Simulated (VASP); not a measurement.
# Mg5ZnS6 in VASP: further runs

Mg5ZnS6 is run at these levels: PBE; tasks: single point.

All numbers are computed with VASP 6.6.1; they aren't measurements. Logs are shortened: lines on timing, memory, paths and dates and some standing lists are left out, and cuts for length are marked.

### 1 The cell of the first run

Symmetry: P31m, No. 157, trigonal system. Conventional cell: a = 6.960 Å, b = 6.960 Å, c = 6.470 Å, α = 90.00°, β = 90.00°, γ = 120.00°. Within 3.2 Å of Mg (site symmetry m) lie 4 S at 2.45 to 2.47 Å. Mg (site symmetry 3) has 4 S at 2.47 to 2.48 Å within 3.3 Å. Within 3.1 Å of Zn (site symmetry 3m) lie 4 S at 2.37 to 2.38 Å. Within 3.1 Å of S (site symmetry m) lie 1 Zn at 2.38 Å and 3 Mg at 2.47 to 2.48 Å. Within 3.2 Å of S (site symmetry 3) lie 4 Mg at 2.45 to 2.47 Å. S (site symmetry 3m) has 1 Zn at 2.37 Å and 3 Mg at 2.45 Å within 3.1 Å.

### 2 Single point, PBE

INCAR

```
SYSTEM = Mg5ZnS6
PREC = Accurate
ENCUT = 520
EDIFF = 1E-6
ISMEAR = 0
SIGMA = 0.1
LREAL = .FALSE.
LASPH = .TRUE.
NELM = 80
ALGO = Normal
ISIF = 2
LWAVE = .FALSE.
LCHARG = .FALSE.
GGA = PE
NBANDS = 41
```

KPOINTS

```
regular mesh
0
G
  2 3 3
  0 0 0
```

POSCAR

```
Mg5ZnS6
1.0
    0.0000000000      0.0000000000      6.4698924053
    6.9595102876      0.0000000000      0.0000000000
   -3.4797551438      6.0271127069      0.0000000000
Mg Zn S
5 1 6
Direct
    0.0024083011      0.0000000000      0.6698284251
    0.0024083011      0.6698284251      1.0000000000
    0.0024083011      0.3301715749      0.3301715749
    0.5029451717      0.3333333333      0.6666666667
    0.5029451717      0.6666666667      0.3333333333
    0.5042070683      0.0000000000      0.0000000000
    0.3846750577      0.0000000000      0.6768882777
    0.3846750577      0.6768882777      1.0000000000
    0.3846750577      0.3231117223      0.3231117223
    0.8842664075      0.3333333333      0.6666666667
    0.8701196370      0.0000000000      1.0000000000
    0.8842664075      0.6666666667      0.3333333333
```

Potentials or basis: VASP PAW PBE potentials, release 64 (Mg, Zn, S).

Started as:

```bash
$ cat potpaw_PBE.64/Mg/POTCAR potpaw_PBE.64/Zn/POTCAR potpaw_PBE.64/S/POTCAR > POTCAR
$ mpirun -np 1 vasp_std > vasp.out
```

OUTCAR:

```text
SYSTEM = Mg5ZnS6
   PREC = Accurate
   ENCUT = 520
   EDIFF = 1E-6
   ISMEAR = 0
   LREAL = .FALSE.
   LASPH = .TRUE.
   NELM = 80
   ISIF = 2
   GGA = PE

 ion  position               nearest neighbor table
   1  0.002  0.000  0.670-  11 2.45  10 2.45  12 2.45   7 2.47
   2  0.002  0.670  0.000-  11 2.45  12 2.45  10 2.45   8 2.47
   3  0.002  0.330  0.330-  11 2.45  10 2.45  12 2.45   9 2.47
   4  0.503  0.333  0.667-  10 2.47   7 2.48   8 2.48   9 2.48
   5  0.503  0.667  0.333-  12 2.47   8 2.48   7 2.48   9 2.48
   6  0.504  0.000  0.000-  11 2.37   9 2.38   7 2.38   8 2.38
   7  0.385  0.000  0.677-   6 2.38   1 2.47   4 2.48   5 2.48
   8  0.385  0.677  0.000-   6 2.38   2 2.47   5 2.48   4 2.48
   9  0.385  0.323  0.323-   6 2.38   3 2.47   4 2.48   5 2.48
  10  0.884  0.333  0.667-   1 2.45   2 2.45   3 2.45   4 2.47
  11  0.870  0.000  0.000-   6 2.37   3 2.45   1 2.45   2 2.45
  12  0.884  0.667  0.333-   2 2.45   1 2.45   3 2.45   5 2.47

  LATTYP: Found a hexagonal cell.
 ALAT       =     6.9595102876
 C/A-ratio  =     0.9296476531

  Lattice vectors:

 A1 = (   6.9595102876,   0.0000000000,   0.0000000000)
 A2 = (  -3.4797551438,   6.0271127069,   0.0000000000)
 A3 = (   0.0000000000,   0.0000000000,   6.4698924053)

Analysis of symmetry for initial positions (statically):
=====================================================================
 Subroutine PRICEL returns:
 Original cell was already a primitive cell.

 Routine SETGRP: Setting up the symmetry group for a
 hexagonal supercell.

 Subroutine GETGRP returns: Found  6 space group operations
 (whereof  6 operations were pure point group operations)
 out of a pool of 24 trial point group operations.

The static configuration has the point symmetry C_3v.

Analysis of symmetry for dynamics (positions and initial velocities):
=====================================================================
 Subroutine PRICEL returns:
 Original cell was already a primitive cell.

 Routine SETGRP: Setting up the symmetry group for a
 hexagonal supercell.

 Subroutine GETGRP returns: Found  6 space group operations
 (whereof  6 operations were pure point group operations)
 out of a pool of 24 trial point group operations.

The dynamic configuration has the point symmetry C_3v.

 Subroutine INISYM returns: Found  6 space group operations
 (whereof  6 operations are pure point group operations),
 and found     1 'primitive' translations

----------------------------------------------------------------------------------------

[... 107 lines left out ...]
   EFERMI =   0.00;   METHOD = LEGACY
   ISMEAR =     0;   SIGMA  =   0.10  broadening in eV -4-tet -1-fermi 0-gaus
   EFERMI_NEDOS =   21; number of points for ismear=-14 and -15
   IALGO  =     38    algorithm
   IMIX   =      4    mixing-type and parameters
     AMIX     =   0.40;   BMIX     =  1.00
     AMIX_MAG =   1.60;   BMIX_MAG =  1.00
  volume/ion in A,a.u.               =      22.62       152.62
  Fermi-wavevector in a.u.,A,eV,Ry     =   0.978789  1.849643 13.034765  0.958028
  Thomas-Fermi vector in A             =   2.109592
   LORBIT       =      0    0 simple, 1 ext, 2 COOP (PROOUT), +10 PAW based schemes
   GGA     = PE    functional components
   LHFCALC =     F    Hartree Fock is set to
   AEXX    =    0.0000 exact exchange contribution
   IVDW    =     0    specifies the selected vdW correction
   LEPSILON=     F    determine dielectric tensor
   LRPA    =     F    only Hartree local field effects (RPA)
 non-spin polarized calculation
 Gauss-broadening in eV      SIGMA  =   0.10
  energy-cutoff  :      520.00
  volume of cell :      271.38
 maximum number of plane-waves:      7323
   NGX = 25   NGY = 25   NGZ = 25

 number of electron      57.9999988 magnetization

 Free energy of the ion-electron system (eV)
  ---------------------------------------------------
  ext. energy  EPLUGINS =         0.00000000
  ---------------------------------------------------
  free energy    TOTEN  =       -49.23504429 eV

  energy without entropy =      -49.23504429  energy(sigma->0) =      -49.23504429

 E-fermi :   1.6159     XC(G=0):  -8.4908

 val. band max:        1.1791329799   @ k =   0.0000   0.0000   0.0000
 cond. band min:       4.3081869539   @ k =   0.0000   0.0000   0.0000
 fundamental gap:      3.1290539740
 Fermi energy:         1.6158544094

 k-point     1 :       0.0000    0.0000    0.0000
  band No.  band energies     occupation
      1     -10.4131      2.00000
      2      -9.6808      2.00000
      3      -9.5785      2.00000
      4      -9.5785      2.00000
      5      -9.5487      2.00000
      6      -9.4552      2.00000
[... 253 lines left out ...]
     40       7.7986      0.00000
     41       7.7986      0.00000

------------------------ aborting loop because EDIFF is reached ----------------------------------------

  FORCE on cell =-STRESS in cart. coord.  units (eV):
  Direction    XX          YY          ZZ          XY          YZ          ZX
  --------------------------------------------------------------------------------------
  -------------------------------------------------------------------------------------
  Total       -0.2171385     -0.2171385     -0.1797892      0.0000000      0.0000000      0.0000000
  in kB       -1.2819244     -1.2819244     -1.0614247      0.0000000      0.0000000      0.0000000
  external PRESSURE =      -1.2084245 kB  Pullay stress =       0.0000000 kB

 VOLUME and BASIS-vectors are now :
 -----------------------------------------------------------------------------
  energy-cutoff  :      520.00
  volume of cell :      271.38
      direct lattice vectors                 reciprocal lattice vectors
     0.000000000  0.000000000  6.469892405     0.000000000  0.000000000  0.154562076
     6.959510288  0.000000000  0.000000000     0.143688271  0.082958462  0.000000000
    -3.479755144  6.027112707  0.000000000     0.000000000  0.165916924  0.000000000

 POSITION                                       TOTAL-FORCE (eV/Angst)
 -----------------------------------------------------------------------------------
     -2.33084      4.03713      0.01558         0.000041     -0.000071     -0.004262
      4.66168      0.00000      0.01558        -0.000082      0.000000     -0.004262
      1.14892      1.98998      0.01558         0.000041      0.000071     -0.004262
     -0.00000      4.01808      3.25400         0.000000      0.000000     -0.001870
      3.47976      2.00904      3.25400         0.000000     -0.000000     -0.001870
      0.00000      0.00000      3.26217         0.000000     -0.000000     -0.003378
     -2.35541      4.07968      2.48881         0.007125     -0.012341     -0.002977
      4.71081      0.00000      2.48881        -0.014250     -0.000000     -0.002977
      1.12435      1.94743      2.48881         0.007125      0.012341     -0.002977
     -0.00000      4.01808      5.72111         0.000000      0.000000      0.002958
      0.00000      0.00000      5.62958         0.000000     -0.000000      0.022918
      3.47976      2.00904      5.72111         0.000000     -0.000000      0.002958
 -----------------------------------------------------------------------------------
    total drift:                               -0.000004      0.000003     -0.000145

  FREE ENERGIE OF THE ION-ELECTRON SYSTEM (eV)
  ---------------------------------------------------
  free  energy   TOTEN  =       -49.2350442856 eV

  energy  without entropy=      -49.2350442856  energy(sigma->0) =      -49.23504429
```

stdout:

```text
POSCAR found type information on POSCAR MgZnS
 POSCAR found :  3 types and      12 ions
 scaLAPACK will be used
 LDA part: xc-table for (Slater+PW92), standard interpolation
 POSCAR, INCAR and KPOINTS ok, starting setup
 FFT: planning ... GRIDC
 FFT: planning ... GRID_SOFT
 FFT: planning ... GRID
 WAVECAR not read
 entering main loop
```

Wall time 65 s (1 thread of Intel Xeon 6975P-C (Granite Rapids), shared host); peak memory 0.38 GiB.

What came out:

```yaml
Free_energy: -49.2350 eV
Pressure: -0.1 GPa
Largest_force: 0.023 eV/Å
Band_gap_on_the_k_mesh: 3.13 eV
```

Forces on the atoms (eV/Å):
```
Mg   0.000  0.000 -0.004
Mg   0.000  0.000 -0.004
Mg   0.000  0.000 -0.004
Mg   0.000  0.000 -0.002
Mg   0.000  0.000 -0.002
Zn   0.000  0.000 -0.003
S    0.007 -0.012 -0.003
S   -0.014  0.000 -0.003
S    0.007  0.012 -0.003
S    0.000  0.000  0.003
S    0.000  0.000  0.023
S    0.000  0.000  0.003
```

Caveat: the k points lie up to 0.49 Å⁻¹ apart.

### 3 Single point, PBE

This run uses another cell than the first one, of 20.11 Å³/atom.

INCAR

```
  PREC = Accurate
  ENCUT = 520
  EDIFF = 1E-7
  ISMEAR = 0
  SIGMA = 0.1
  LREAL = F
  LASPH = T
  NELM = 60
  ALGO = Normal
  ISIF = 2
  LWAVE = F
  LCHARG = T
  GGA = PE
  LELF = T
  LVHAR = T
  NBANDS = 41
```

KPOINTS

```
Automatic mesh
0
Gamma
  3 3 4
```

POSCAR

```
Mg5ZnS6
1.0
    6.6571032800      0.0000000000      0.0000000000
   -3.3285516400      5.7652205500      0.0000000000
    0.0000000000      0.0000000000      6.2871334500
Mg Zn S
5 1 6
Direct
    0.0000000000      0.6666666700      0.0000000000
    0.6666666700      0.0000000000      0.0000000000
    0.3333333300      0.3333333300      0.0000000000
    0.3333333300      0.6666666700      0.5000000000
    0.6666666700      0.3333333300      0.5000000000
    0.0000000000      0.0000000000      0.5000000000
    0.0000000000      0.6666666700      0.3849999900
    0.6666666700      0.0000000000      0.3849999900
    0.3333333300      0.3333333300      0.3849999900
    0.3333333300      0.6666666700      0.8849999900
    0.0000000000      0.0000000000      0.8849999900
    0.6666666700      0.3333333300      0.8849999900
```

Potentials or basis: VASP PAW PBE potentials, release 64 (Mg, Zn, S).

Started as:

```bash
$ cat potpaw_PBE.64/Mg/POTCAR potpaw_PBE.64/Zn/POTCAR potpaw_PBE.64/S/POTCAR > POTCAR
$ mpirun -np 1 vasp_std > vasp.out
```

OUTCAR:

```text
PREC = Accurate
   ENCUT = 520
   EDIFF = 1E-7
   ISMEAR = 0
   LREAL = F
   LASPH = T
   NELM = 60
   ISIF = 2
   GGA = PE

 ion  position               nearest neighbor table
   1  0.000  0.667  0.000-  11 2.33  10 2.33  12 2.33   7 2.42
   2  0.667  0.000  0.000-  12 2.33  11 2.33  10 2.33   8 2.42
   3  0.333  0.333  0.000-  11 2.33  10 2.33  12 2.33   9 2.42
   4  0.333  0.667  0.500-   7 2.33   8 2.33   9 2.33  10 2.42
   5  0.667  0.333  0.500-   8 2.33   7 2.33   9 2.33  12 2.42
   6  0.000  0.000  0.500-   7 2.33   9 2.33   8 2.33  11 2.42
   7  0.000  0.667  0.385-   6 2.33   4 2.33   5 2.33   1 2.42
   8  0.667  0.000  0.385-   5 2.33   6 2.33   4 2.33   2 2.42
   9  0.333  0.333  0.385-   6 2.33   4 2.33   5 2.33   3 2.42
  10  0.333  0.667  0.885-   1 2.33   2 2.33   3 2.33   4 2.42
  11  0.000  0.000  0.885-   1 2.33   3 2.33   2 2.33   6 2.42
  12  0.667  0.333  0.885-   2 2.33   1 2.33   3 2.33   5 2.42

  LATTYP: Found a hexagonal cell.
 ALAT       =     6.6571032800
 C/A-ratio  =     0.9444248024

[... 198 lines left out ...]
      4      -9.0188      2.00000
      5      -8.9049      2.00000
      6      -8.8577      2.00000
[... 429 lines left out ...]
     40       8.9185      0.00000
     41       8.9185      0.00000

------------------------ aborting loop because EDIFF is reached ----------------------------------------

  FORCE on cell =-STRESS in cart. coord.  units (eV):
  Direction    XX          YY          ZZ          XY          YZ          ZX
  --------------------------------------------------------------------------------------
  -------------------------------------------------------------------------------------
  Total       15.3913944     15.3913944      8.4335449      0.0000000     -0.0000000      0.0000000
  in kB      102.1961772    102.1961770     55.9972684      0.0000000     -0.0000000      0.0000000
  external PRESSURE =      86.7965409 kB  Pullay stress =       0.0000000 kB

 VOLUME and BASIS-vectors are now :
 -----------------------------------------------------------------------------
  energy-cutoff  :      520.00
  volume of cell :      241.30
      direct lattice vectors                 reciprocal lattice vectors
     6.657103280  0.000000000  0.000000000     0.150215485  0.086726951  0.000000000
    -3.328551640  5.765220550  0.000000000     0.000000000  0.173453902  0.000000000
     0.000000000  0.000000000  6.287133450     0.000000000  0.000000000  0.159054998

 POSITION                                       TOTAL-FORCE (eV/Angst)
 -----------------------------------------------------------------------------------
     -2.21903      3.84348      0.00000        -0.009718      0.016832      0.337048
      4.43807      0.00000      0.00000         0.019436     -0.000000      0.337048
      1.10952      1.92174      0.00000        -0.009718     -0.016832      0.337048
     -0.00000      3.84348      3.14357         0.000000     -0.000000      0.461595
      3.32855      1.92174      3.14357         0.000000     -0.000000      0.461595
      0.00000      0.00000      3.14357         0.000000     -0.000000      0.308554
     -2.21903      3.84348      2.42055        -0.348854      0.604233     -0.194839
      4.43807      0.00000      2.42055         0.697708     -0.000000     -0.194839
      1.10952      1.92174      2.42055        -0.348854     -0.604233     -0.194839
     -0.00000      3.84348      5.56411        -0.000000     -0.000000     -0.375541
      0.00000      0.00000      5.56411         0.000000     -0.000000     -0.907291
      3.32855      1.92174      5.56411        -0.000000     -0.000000     -0.375541
 -----------------------------------------------------------------------------------
    total drift:                               -0.000003     -0.000006      0.001948

  FREE ENERGIE OF THE ION-ELECTRON SYSTEM (eV)
  ---------------------------------------------------
  free  energy   TOTEN  =       -48.3540825390 eV

  energy  without entropy=      -48.3540825390  energy(sigma->0) =      -48.35408254
```

Run time: 89 s. Hardware: 1 thread of Intel Xeon 6975P-C (Granite Rapids), shared host; peak memory 0.38 GiB.

What came out:

```yaml
Free_energy: -48.3541 eV
Pressure: 8.7 GPa
Largest_force: 0.907 eV/Å
Band_gap_on_the_k_mesh: 3.68 eV
```

Forces on the atoms (eV/Å):
```
Mg  -0.010  0.017  0.337
Mg   0.019  0.000  0.337
Mg  -0.010 -0.017  0.337
Mg   0.000  0.000  0.462
Mg   0.000  0.000  0.462
Zn   0.000  0.000  0.309
S   -0.349  0.604 -0.195
S    0.698  0.000 -0.195
S   -0.349 -0.604 -0.195
S    0.000  0.000 -0.376
S    0.000  0.000 -0.907
S    0.000  0.000 -0.376
```

Caveat: the cell stands under pressure.

### 4 Single point, PBE

INCAR

```
SYSTEM = Mg5ZnS6
ALGO = Normal ; EDIFF = 1E-6
ENCUT = 520 ; GGA = PE
ISIF = 2 ; ISMEAR = 0
LASPH = .True. ; LCHARG = .False.
LREAL = .False. ; LWAVE = .False.
NBANDS = 41 ; NELM = 80
PREC = Accurate ; SIGMA = 0.1
```

KPOINTS

```
k-points
0
Gamma
  3 3 4
  0 0 0
```

POSCAR

```
Mg5ZnS6
1.0
    6.9568866242      0.0000000000      0.0000000000
   -3.4784433121      6.0248405478      0.0000000000
    0.0000000000      0.0000000000      6.4749809174
Mg Zn S
5 1 6
Direct
    0.0000000000      0.6698364676      0.0025338164
    0.6698364676      0.0000000000      0.0025338164
    0.3301635324      0.3301635324      0.0025338164
    0.3333333333      0.6666666667      0.5031734649
    0.6666666667      0.3333333333      0.5031734649
    0.0000000000      0.0000000000      0.5043606483
    0.0000000000      0.6767870848      0.3844435172
    0.6767870848      0.0000000000      0.3844435172
    0.3232129152      0.3232129152      0.3844435172
    0.3333333333      0.6666666667      0.8841432549
    0.0000000000      0.0000000000      0.8700738512
    0.6666666667      0.3333333333      0.8841432549
```

Started as:

```bash
$ cat potpaw_PBE.64/Mg/POTCAR potpaw_PBE.64/Zn/POTCAR potpaw_PBE.64/S/POTCAR > POTCAR
$ mpirun -np 1 vasp_std > vasp.out
```

Run time: 1.7 min. Hardware: 1 thread of Intel Xeon 6975P-C (Granite Rapids), shared host; peak memory 0.42 GiB.

It converged, with:

| Quantity | Value |
| --- | --- |
| Free energy | -49.2381 eV |
| Pressure | -0.1 GPa |
| Largest force | 0.018 eV/Å |
| Band gap on the k mesh | 3.13 eV |

Forces in eV/Å, atoms in the order of the input:
```
Mg   0.001 -0.002 -0.005
Mg  -0.002  0.000 -0.005
Mg   0.001  0.002 -0.005
Mg   0.000  0.000 -0.008
Mg   0.000  0.000 -0.008
Zn   0.000  0.000 -0.012
S    0.006 -0.010  0.005
S   -0.011  0.000  0.005
S    0.006  0.010  0.005
S    0.000  0.000  0.006
S    0.000  0.000  0.018
S    0.000  0.000  0.006
```

Levels at points of the mesh, in eV from the valence-band top:
```tsv
k point	band 27	band 28	band 29	band 30	band 31	band 32
(0.00, 0.00, 0.00)	-0.05	-0.05	0.00	3.13	4.43	4.78
(0.00, 0.00, 0.50)	-0.40	-0.22	-0.22	4.30	4.85	5.20
```

### 5 Single point, PBE

INCAR

```
SYSTEM = Mg5ZnS6
PREC = Accurate ; ENCUT = 520
EDIFF = 1E-6 ; ISMEAR = 0
SIGMA = 0.1 ; LREAL = .FALSE.
LASPH = .TRUE. ; NELM = 100
ALGO = Normal ; ISIF = 2
LWAVE = .FALSE. ; LCHARG = .TRUE.
GGA = PE ; LELF = .TRUE.
LVHAR = .TRUE. ; NBANDS = 41
```

KPOINTS

```
Automatic mesh
0
G
  2 3 3
  0 0 0
```

POSCAR

```
Mg5ZnS6
1.0
   -0.0000043879      0.0009635021      6.4653280608
    6.9578425153      0.0005283346     -0.0000495999
   -3.4784648508      6.0285535025      0.0008747765
Mg Zn S
5 1 6
Direct
    0.0022033162      0.0001787134      0.6698454079
    0.0022793383      0.6701314424      0.9997633455
    0.0024276904      0.3300629330      0.3298066599
    0.5023766568      0.3331300312      0.6669343768
    0.5022787920      0.6665330776      0.3333560367
    0.5048475367     -0.0000508623      0.0002242433
    0.3848242339     -0.0003637311      0.6771549326
    0.3849265723      0.6768764979      1.0000238845
    0.3850310381      0.3228182858      0.3232614979
    0.8842069841      0.3335023357      0.6664583060
    0.8703861659      0.0003114067      0.9999172551
    0.8842116152      0.6668698698      0.3332540537
```

Started as:

```bash
$ cat potpaw_PBE.64/Mg/POTCAR potpaw_PBE.64/Zn/POTCAR potpaw_PBE.64/S/POTCAR > POTCAR
$ mpirun -np 1 vasp_std > vasp.out
```

Run time: 99 s. Hardware: 1 thread of Intel Xeon 6975P-C (Granite Rapids), shared host; peak memory 0.41 GiB.

It converged, with:

- Free energy: -49.2349 eV
- Pressure: -0.1 GPa
- Largest force: 0.027 eV/Å
- Band gap on the k mesh: 3.13 eV

Forces on the atoms (eV/Å):
```
Mg   0.004 -0.013  0.001
Mg  -0.016  0.003 -0.002
Mg   0.009  0.014 -0.001
Mg   0.000 -0.003  0.013
Mg  -0.001  0.001  0.017
Zn   0.002 -0.001 -0.019
S    0.014 -0.012 -0.012
S   -0.016  0.003 -0.014
S    0.009  0.008 -0.015
S    0.000  0.005  0.003
S   -0.004  0.000  0.027
S    0.000 -0.003  0.002
```

Levels at points of the mesh, in eV from the valence-band top:
```
           k point  band 26  band 27  band 28  band 29  band 30  band 31  band 32  band 33
(0.00, 0.00, 0.00)    -0.57    -0.07    -0.07     0.00     3.13     4.41     4.78     4.78
(0.50, 0.00, 0.00)    -0.42    -0.42    -0.23    -0.23     4.29     4.85     5.20     5.72
```

Caveat: the k points lie up to 0.49 Å⁻¹ apart.

### 6 The runs side by side

| cell | k mesh | gap on the mesh (eV) | pressure (GPa) | largest force (eV/Å) |
| --- | --- | --- | --- | --- |
| a = 6.470, b = 6.960, c = 6.960 Å, angles 120.0, 90.0, 90.0°, 12 atoms, atomic positions A | 2 × 3 × 3 | 3.13 | -0.1 | 0.02 |
| a = 6.657, b = 6.657, c = 6.287 Å, angles 90.0, 90.0, 120.0°, 12 atoms, atomic positions B | 3 × 3 × 4 | 3.68 | 8.7 | 0.91 |
| a = 6.957, b = 6.957, c = 6.475 Å, angles 90.0, 90.0, 120.0°, 12 atoms, atomic positions C | 3 × 3 × 4 | 3.13 | -0.1 | 0.02 |
| a = 6.465, b = 6.958, c = 6.960 Å, angles 120.0, 90.0, 90.0°, 12 atoms, atomic positions D | 2 × 3 × 3 | 3.13 | -0.1 | 0.03 |

Alike in all rows: task single point; level PBE; potentials or basis VASP PAW PBE potentials, release 64 (Mg, Zn, S); no spin polarisation; cutoff (eV) 520; smearing gaussian 0.1 eV.

Caveats: some runs use coarse meshes; the cell stands under pressure (at least some runs).

Total energies depend on the potentials used, so only differences within one code and one set of settings carry meaning.
